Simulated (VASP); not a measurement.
# B17P16 (a cell with a defect) in VASP: notebook

B17P16 (a cell with a defect) is run at these levels: PBE; tasks: single point.

Program: VASP 6.6.1. These are calculated values, not measurements. Logs are shortened: lines on timing, memory, paths and dates and some standing lists are left out, and cuts for length are marked.

**1. The cell of the first run**

The cell holds a defect, 33 atoms: a = 7.878 Å, b = 7.878 Å, c = 7.878 Å, α = 109.47°, β = 109.47°, γ = 109.47°.

**2. Single point, PBE, collinear spin (with an interstitial atom, then relaxed in part)**

The input, INCAR:

```
SYSTEM = B17P16
PREC     = Accurate       ! precision mode
ENCUT    = 520            ! plane-wave cutoff, eV
EDIFF    = 1E-7           ! SCF threshold, eV
ISMEAR   = 0              ! smearing method
SIGMA    = 0.01           ! smearing width, eV
LREAL    = Auto         
LASPH    = .TRUE.         ! aspherical terms in the spheres
NELM     = 150            ! most SCF steps
ALGO     = Normal         ! electronic algorithm
ISIF     = 2              ! what is computed and relaxed
LWAVE    = .FALSE.        ! write WAVECAR
LCHARG   = .FALSE.        ! write CHGCAR
ISPIN    = 2              ! spin polarisation
MAGMOM   = 0 0 0.091 0 0.091 0 0 0.091 0 0 0 0.091 0.091 0 0.091 0 0.091 0 0 0.091 0 0.091 0 0 0 0.091 0 0 0.091 0 0 0 0 ! initial moments
LORBIT   = 11             ! projections on sites
GGA      = PE             ! functional
NBANDS   = 92             ! bands
```

The input, KPOINTS:

```
Automatic mesh
0
Gamma
  2 2 2
  0.5 0.5 0.5
```

The input, POSCAR:

```
B17P16
1.0
   -4.5481927936      4.5481927936     -4.5481927936
    4.5481927936     -4.5481927936     -4.5481927936
   -4.5481927936     -4.5481927936      4.5481927936
B P
17 16
Direct
    0.0000000000      0.2500000000      0.7500000000
    0.7500000000      0.2500000000      1.0000000000
    0.5000000000      0.2452573249      0.2452573249
    0.2500000000      0.0000000000      0.7500000000
    0.2452573249      0.2452573249      0.5000000000
    1.0084846284      1.0084846284      1.0084846284
    0.7500000000      0.0000000000      0.2500000000
    0.5000000000      0.7547426751      0.7547426751
    0.5000000000     -0.0084846284      0.5000000000
    0.2500000000      0.7500000000      1.0000000000
    0.0000000000      0.7500000000      0.2500000000
    0.7547426751      0.5000000000      0.7547426751
    0.7547426751      0.7547426751      0.5000000000
    0.5000000000      0.5000000000      0.9915153716
    0.2452573249      0.5000000000      0.2452573249
   -0.0084846284      0.5000000000      0.5000000000
    0.5000000000      0.5000000000      0.5000000000
    0.0008378398      0.5000000000      0.7514409142
    0.7514409142      0.5000000000      0.0008378398
    0.5000000000      0.5000000000      0.2425506597
    0.2485590858      0.2485590858      0.7493969256
    0.2425506597      0.5000000000      0.5000000000
   -0.0008378398      0.2506030744     -0.0008378398
    0.7493969256      0.2485590858      0.2485590858
    0.5000000000      0.0008378398      0.7514409142
    0.5000000000      0.2425506597      0.5000000000
    0.2506030744     -0.0008378398     -0.0008378398
   -0.0008378398     -0.0008378398      0.2506030744
    0.7574493403      0.7574493403      0.7574493403
    0.7514409142      0.0008378398      0.5000000000
    0.5000000000      0.7514409142      0.0008378398
    0.2485590858      0.7493969256      0.2485590858
    0.0008378398      0.7514409142      0.5000000000
```

Potentials or basis: VASP PAW PBE potentials, release 64 (B, P).

Run with:

```console
$ cat potpaw_PBE.64/B/POTCAR potpaw_PBE.64/P/POTCAR > POTCAR
$ mpirun -np 1 vasp_std > vasp.out
```

OUTCAR:

```text
SYSTEM = B17P16
   PREC = Accurate
   ENCUT = 520
   EDIFF = 1E-7
   ISMEAR = 0
   LREAL = Auto
   LASPH = .TRUE.
   NELM = 150
   ISIF = 2
   ISPIN = 2
   LORBIT = 11
   GGA = PE

 ion  position               nearest neighbor table
   1  0.000  0.250  0.750-  21 1.96  18 1.96  30 1.96  23 1.96
   2  0.750  0.250  0.000-  24 1.96  19 1.96  25 1.96  23 1.96
   3  0.500  0.245  0.245-  27 1.95  24 1.95  26 2.01  20 2.01
   4  0.250  0.000  0.750-  21 1.96  25 1.96  33 1.96  27 1.96
   5  0.245  0.245  0.500-  28 1.95  21 1.95  26 2.01  22 2.01
   6  0.008  0.008  0.008-  23 1.96  27 1.96  28 1.96  29 1.98
[... 11 lines left out ...]
  18  0.001  0.500  0.751-  12 1.95  16 1.96   1 1.96  10 1.96
  19  0.751  0.500  0.001-  12 1.95  14 1.96   2 1.96  11 1.96
  20  0.500  0.500  0.243-  14 1.98  13 2.01   3 2.01  15 2.01  17 2.03
  21  0.249  0.249  0.749-   5 1.95  14 1.96   1 1.96   4 1.96
  22  0.243  0.500  0.500-  16 1.98   8 2.01  15 2.01   5 2.01  17 2.03
  23  0.999  0.251  0.999-  15 1.95   6 1.96   1 1.96   2 1.96
  24  0.749  0.249  0.249-   3 1.95  16 1.96   2 1.96   7 1.96
  25  0.500  0.001  0.751-   8 1.95   9 1.96   4 1.96   2 1.96
  26  0.500  0.243  0.500-   9 1.98   5 2.01   3 2.01  12 2.01  17 2.03
  27  0.251  0.999  0.999-   3 1.95   6 1.96   4 1.96  10 1.96
  28  0.999  0.999  0.251-   5 1.95   6 1.96   7 1.96  11 1.96
  29  0.757  0.757  0.757-   6 1.98   8 2.01  12 2.01  13 2.01  17 2.03
  30  0.751  0.001  0.500-  13 1.95   9 1.96   1 1.96   7 1.96
  31  0.500  0.751  0.001-   8 1.95  14 1.96  10 1.96   7 1.96
  32  0.249  0.749  0.249-  15 1.95   9 1.96  10 1.96  11 1.96
  33  0.001  0.751  0.500-  13 1.95  16 1.96   4 1.96  11 1.96

  LATTYP: Found a body centered cubic cell.
 ALAT       =     9.0963855872

  Lattice vectors:

 A1 = (  -4.5481927936,   4.5481927936,  -4.5481927936)
 A2 = (   4.5481927936,  -4.5481927936,  -4.5481927936)
 A3 = (  -4.5481927936,  -4.5481927936,   4.5481927936)

Analysis of symmetry for initial positions (statically):
=====================================================================
 Subroutine PRICEL returns:
 Original cell was already a primitive cell.

 Routine SETGRP: Setting up the symmetry group for a
 body centered cubic supercell.

 Subroutine GETGRP returns: Found 24 space group operations
 (whereof  6 operations were pure point group operations)
 out of a pool of 48 trial point group operations.

The static configuration has the point symmetry C_3v.
 The point group associated with its full space group is T_d .

Analysis of symmetry for dynamics (positions and initial velocities):
=====================================================================
 Subroutine PRICEL returns:
 Original cell was already a primitive cell.

 Routine SETGRP: Setting up the symmetry group for a
 body centered cubic supercell.

 Subroutine GETGRP returns: Found 24 space group operations
 (whereof  6 operations were pure point group operations)
[... 207 lines left out ...]

 val. band max:        9.0646468360   @ k =   0.2500   0.2500   0.2500
 cond. band min:       9.1268603491   @ k =  -0.2500   0.2500   0.2500
 fundamental gap:      0.0622135131
 Fermi energy:         9.0668858099

 spin component 1

 k-point     1 :       0.2500    0.2500    0.2500
  band No.  band energies     occupation
      1      -7.6099      1.00000
      2      -6.8664      1.00000
      3      -6.8664      1.00000
      4      -6.8664      1.00000
      5      -4.8394      1.00000
      6      -4.6577      1.00000
[... 149 lines left out ...]
     76      11.0864      0.00000
     77      11.0864      0.00000
 Fermi energy:         9.0668858099

 spin component 2

 k-point     1 :       0.2500    0.2500    0.2500
  band No.  band energies     occupation
      1      -7.5385      1.00000
      2      -6.8312      1.00000
      3      -6.8312      1.00000
      4      -6.8312      1.00000
      5      -4.7931      1.00000
      6      -4.6080      1.00000
[... 149 lines left out ...]
     76      11.1361      0.00000
     77      11.1361      0.00000
 [bands above 77 left out]

------------------------ aborting loop because EDIFF is reached ----------------------------------------

  FORCE on cell =-STRESS in cart. coord.  units (eV):
  Direction    XX          YY          ZZ          XY          YZ          ZX
  --------------------------------------------------------------------------------------
  -------------------------------------------------------------------------------------
  Total        6.4733297      6.4733297      6.4733297      0.0000000     -0.0000000      0.0000000
  in kB       27.5588901     27.5588901     27.5588901      0.0000000     -0.0000000      0.0000000
  external PRESSURE =      27.5588901 kB  Pullay stress =       0.0000000 kB

 VOLUME and BASIS-vectors are now :
 -----------------------------------------------------------------------------
  energy-cutoff  :      520.00
  volume of cell :      376.34
      direct lattice vectors                 reciprocal lattice vectors
    -4.548192794  4.548192794 -4.548192794    -0.109933774  0.000000000 -0.109933774
     4.548192794 -4.548192794 -4.548192794     0.000000000 -0.109933774 -0.109933774
    -4.548192794 -4.548192794  4.548192794    -0.109933774 -0.109933774  0.000000000

 POSITION                                       TOTAL-FORCE (eV/Angst)
 -----------------------------------------------------------------------------------
     -2.27410     -4.54819      2.27410        -0.000000     -0.000000     -0.000000
     -2.27410      2.27410     -4.54819        -0.000000     -0.000000     -0.000000
     -2.27410      0.04314     -2.27410        -0.000000     -0.002389     -0.000000
     -4.54819     -2.27410      2.27410        -0.000000     -0.000000     -0.000000
     -2.27410     -2.27410      0.04314        -0.000000     -0.000000     -0.002389
     -0.03859     -0.03859     -0.03859        -0.003774     -0.003774     -0.003774
[... 25 lines left out ...]
      1.14741     -3.40840     -3.40840         0.013573      0.003688      0.003688
      1.13979     -5.68798     -1.14741         0.003688     -0.003688     -0.013573
 -----------------------------------------------------------------------------------
    total drift:                               -0.000001     -0.000001     -0.000002

  FREE ENERGIE OF THE ION-ELECTRON SYSTEM (eV)
  ---------------------------------------------------
  free  energy   TOTEN  =      -206.2909842694 eV

  energy  without entropy=     -206.2871540052  energy(sigma->0) =     -206.28906914

 total charge

# of ion       s       p       d       tot
------------------------------------------
    1        0.672   1.268   0.000   1.940
    2        0.672   1.268   0.000   1.940
    3        0.673   1.233   0.000   1.906
    4        0.672   1.268   0.000   1.940
    5        0.673   1.233   0.000   1.906
    6        0.685   1.265   0.000   1.950
[... 25 lines left out ...]
   32        0.993   1.572   0.000   2.565
   33        0.993   1.572   0.000   2.565
--------------------------------------------------
tot         27.597  45.973   0.000  73.571

 magnetization (x)

# of ion       s       p       d       tot
------------------------------------------
    1        0.004   0.002   0.000   0.006
    2        0.004   0.002   0.000   0.006
    3        0.004   0.010   0.000   0.013
    4        0.004   0.002   0.000   0.006
    5        0.004   0.010   0.000   0.013
    6        0.005   0.008   0.000   0.014
[... 25 lines left out ...]
   32        0.003   0.002   0.000   0.005
   33        0.003   0.002   0.000   0.005
--------------------------------------------------
tot          0.142   0.216   0.000   0.358
```

OSZICAR:

```text
N       E                     dE             d eps       ncg     rms          rms(c)
DAV:   1     0.414464648108E+03    0.41446E+03   -0.57830E+04   736   0.127E+03
DAV:   2    -0.178943444110E+03   -0.59341E+03   -0.55987E+03   896   0.219E+02
DAV:   3    -0.216099696572E+03   -0.37156E+02   -0.36527E+02   936   0.509E+01
DAV:   4    -0.216828901158E+03   -0.72920E+00   -0.72183E+00   920   0.769E+00
DAV:   5    -0.216848860076E+03   -0.19959E-01   -0.19921E-01   896   0.112E+00    0.293E+01
DAV:   6    -0.207711396387E+03    0.91375E+01   -0.17292E+01   816   0.956E+00    0.161E+01
DAV:   7    -0.206371909363E+03    0.13395E+01   -0.43638E+00   936   0.489E+00    0.457E+00
DAV:   8    -0.206282999811E+03    0.88910E-01   -0.41799E-01   848   0.175E+00    0.127E+00
DAV:   9    -0.206288233428E+03   -0.52336E-02   -0.22721E-02   912   0.447E-01    0.662E-01
DAV:  10    -0.206289764526E+03   -0.15311E-02   -0.22312E-03   896   0.139E-01    0.322E-01
DAV:  11    -0.206290790342E+03   -0.10258E-02   -0.12515E-03   808   0.994E-02    0.908E-02
DAV:  12    -0.206290949694E+03   -0.15935E-03   -0.24304E-04   896   0.483E-02    0.580E-02
DAV:  13    -0.206290963592E+03   -0.13898E-04   -0.28881E-05   880   0.157E-02    0.422E-02
DAV:  14    -0.206290983099E+03   -0.19507E-04   -0.25725E-05   856   0.150E-02    0.103E-02
DAV:  15    -0.206290985113E+03   -0.20138E-05   -0.58504E-06   840   0.739E-03    0.804E-03
DAV:  16    -0.206290984355E+03    0.75711E-06   -0.12116E-06   896   0.305E-03    0.426E-03
DAV:  17    -0.206290984269E+03    0.86036E-07   -0.16853E-07   528   0.119E-03
   1 F= -.20629098E+03 E0= -.20628907E+03  d E =-.383026E-02  mag=     1.0000
```

Run time: 8.3 min. Hardware: 1 thread of Oxide Virtual Turin-like, shared host; peak memory 0.63 GiB.

What came out:

```yaml
Free_energy: -206.2910 eV
Pressure: 2.8 GPa
Largest_force: 0.017 eV/Å
Band_gap_on_the_k_mesh: zero (filled and empty bands touch)
Net_moment: 1.00 μB per cell
Site_moments: B +0.01, +0.10 (each value once); P +0.01 μB
Valence_electrons_inside_the_program's_atomic_spheres: B 1.94, 1.91, 1.95, 1.80 (each value once); P 2.56, 2.53 (each value once)
```

Forces in eV/Å, atoms in the order of the input:
```
B    0.000  0.000  0.000
B    0.000  0.000  0.000
B    0.000 -0.002  0.000
B    0.000  0.000  0.000
B    0.000  0.000 -0.002
B   -0.004 -0.004 -0.004
B    0.000  0.000  0.000
B    0.000  0.002  0.000
B   -0.004  0.004  0.004
B    0.000  0.000  0.000
B    0.000  0.000  0.000
B    0.002  0.000  0.000
B    0.000  0.000  0.002
B    0.004  0.004 -0.004
B   -0.002  0.000  0.000
B    0.004 -0.004  0.004
B    0.000  0.000  0.000
P   -0.014 -0.004  0.004
P   -0.014  0.004 -0.004
P   -0.010 -0.010  0.010
P    0.004  0.004  0.014
P   -0.010  0.010 -0.010
P    0.014 -0.004 -0.004
P    0.004  0.014  0.004
P   -0.004 -0.014  0.004
P    0.010 -0.010 -0.010
P   -0.004  0.014 -0.004
P   -0.004 -0.004  0.014
P    0.010  0.010  0.010
P   -0.004  0.004 -0.014
P    0.004 -0.014 -0.004
P    0.014  0.004  0.004
P    0.004 -0.004 -0.014
```

Levels at points of the mesh, in eV from the Fermi level:
Spin up:
```tsv
k point	band 65	band 66	band 67	band 68	band 69	band 70
(0.25, 0.25, 0.25)	-1.61	0.00	0.00	0.00	0.83	0.83
```
Spin down:
```tsv
k point	band 63	band 64	band 65	band 66	band 67	band 68
(0.25, 0.25, 0.25)	-2.66	-2.66	-1.50	0.10	0.10	0.10
```

Caveat: the k points lie up to 0.49 Å⁻¹ apart; the cell differs from its parent crystal (with an interstitial atom, then relaxed in part).

**3. Single point, PBE, collinear spin (with an interstitial atom, then relaxed in part)**

The input, INCAR:

```
ALGO = Normal
EDIFF = 1E-6
ENCUT = 520
GGA = PE
ISIF = 2
ISMEAR = 0
ISPIN = 2
LASPH = True
LCHARG = True
LELF = True
LORBIT = 11
LREAL = Auto
LVHAR = True
LWAVE = False
MAGMOM = 0 0 0.091 0 0.091 0 0 0.091 0 0 0 0.091 0.091 0 0.091 0 0.091 0 0 0.091 0 0.091 0 0 0 0.091 0 0 0.091 0 0 0 0
NBANDS = 92
NELECT = 129.0
NELM = 150
PREC = Accurate
SIGMA = 0.01
```

KPOINTS is that of step 2.

The input, POSCAR:

```
B17P16
1.0
   -4.5481927936      4.5481927936     -4.5481927936
    4.5481927936     -4.5481927936     -4.5481927936
   -4.5481927936     -4.5481927936      4.5481927936
B P
17 16
Direct
    0.0000000000      0.2500000000      0.7500000000
    0.7500000000      0.2500000000      1.0000000000
    0.5000000000      0.2474041436      0.2474041436
    0.2500000000      0.0000000000      0.7500000000
    0.2474041436      0.2474041436      0.5000000000
    1.0097071083      1.0097071083      1.0097071083
    0.7500000000      0.0000000000      0.2500000000
    0.5000000000      0.7525958564      0.7525958564
    0.5000000000     -0.0097071083      0.5000000000
    0.2500000000      0.7500000000      1.0000000000
    0.0000000000      0.7500000000      0.2500000000
    0.7525958564      0.5000000000      0.7525958564
    0.7525958564      0.7525958564      0.5000000000
    0.5000000000      0.5000000000      0.9902928917
    0.2474041436      0.5000000000      0.2474041436
   -0.0097071083      0.5000000000      0.5000000000
    0.5000000000      0.5000000000      0.5000000000
    0.0008618064      0.5000000000      0.7508062744
    0.7508062744      0.5000000000      0.0008618064
    0.5000000000      0.5000000000      0.2418624372
    0.2491937256      0.2491937256      0.7500555320
    0.2418624372      0.5000000000      0.5000000000
   -0.0008618064      0.2499444680     -0.0008618064
    0.7500555320      0.2491937256      0.2491937256
    0.5000000000      0.0008618064      0.7508062744
    0.5000000000      0.2418624372      0.5000000000
    0.2499444680     -0.0008618064     -0.0008618064
   -0.0008618064     -0.0008618064      0.2499444680
    0.7581375628      0.7581375628      0.7581375628
    0.7508062744      0.0008618064      0.5000000000
    0.5000000000      0.7508062744      0.0008618064
    0.2491937256      0.7500555320      0.2491937256
    0.0008618064      0.7508062744      0.5000000000
```

Potentials or basis: VASP PAW PBE potentials, release 64 (B, P).

Run with:

```console
$ cat potpaw_PBE.64/B/POTCAR potpaw_PBE.64/P/POTCAR > POTCAR
$ mpirun -np 1 vasp_std > vasp.out
```

It took 10 min on 1 thread of Oxide Virtual Turin-like, shared host; peak memory 0.62 GiB.

It converged, with:

| Item | Value |
| --- | --- |
| Free energy | -223.0654 eV |
| Largest force | 0.013 eV/Å |
| Net moment | 0.50 μB per cell |
| Site moments | B +0.00, +0.01, +0.02, +0.10 (each value once); P +0.00 μB |
| Valence electrons inside the program's atomic spheres | B 1.92, 1.88, 1.93, 1.69 (each value once); P 2.54, 2.52 (each value once) |

Forces on the atoms (eV/Å):
```
B    0.000  0.000  0.000
B    0.000  0.000  0.000
B    0.000  0.002  0.000
B    0.000  0.000  0.000
B    0.000  0.000  0.002
B   -0.007 -0.007 -0.007
B    0.000  0.000  0.000
B    0.000 -0.002  0.000
B   -0.007  0.007  0.007
B    0.000  0.000  0.000
B    0.000  0.000  0.000
B   -0.002  0.000  0.000
B    0.000  0.000 -0.002
B    0.007  0.007 -0.007
B    0.002  0.000  0.000
B    0.007 -0.007  0.007
B    0.000  0.000  0.000
P   -0.006 -0.005  0.005
P   -0.006  0.005 -0.005
P    0.001  0.001 -0.001
P    0.005  0.005  0.006
P    0.001 -0.001  0.001
P    0.006 -0.005 -0.005
P    0.005  0.006  0.005
P   -0.005 -0.006  0.005
P   -0.001  0.001  0.001
P   -0.005  0.006 -0.005
P   -0.005 -0.005  0.006
P   -0.001 -0.001 -0.001
P   -0.005  0.005 -0.006
P    0.005 -0.006 -0.005
P    0.006  0.005  0.005
P    0.005 -0.005 -0.006
```

Levels at points of the mesh, in eV from the Fermi level:
Spin up:
```tsv
k point	band 61	band 62	band 63	band 64	band 65	band 66	band 67	band 68	band 69	band 70
(0.25, 0.25, 0.25)	-1.21	-1.13	-1.13	-1.13	-0.30	1.39	1.39	1.39	2.37	2.37
```
Spin down:
```
           k point  band 60  band 61  band 62  band 63  band 64  band 65  band 66  band 67  band 68  band 69
(0.25, 0.25, 0.25)    -1.20    -1.20    -1.12    -1.12    -1.12    -0.17     1.48     1.48     1.48     2.38
```

Caveat: the k points lie up to 0.49 Å⁻¹ apart; the cell carries a net charge on a neutralising background, which shifts energy and pressure; the cell differs from its parent crystal (with an interstitial atom, then relaxed in part); the cell is charged against a uniform background, so pressure and absolute levels hang on convention.

The gap in the log of VASP goes by the Fermi energy; the results here count the filled bands.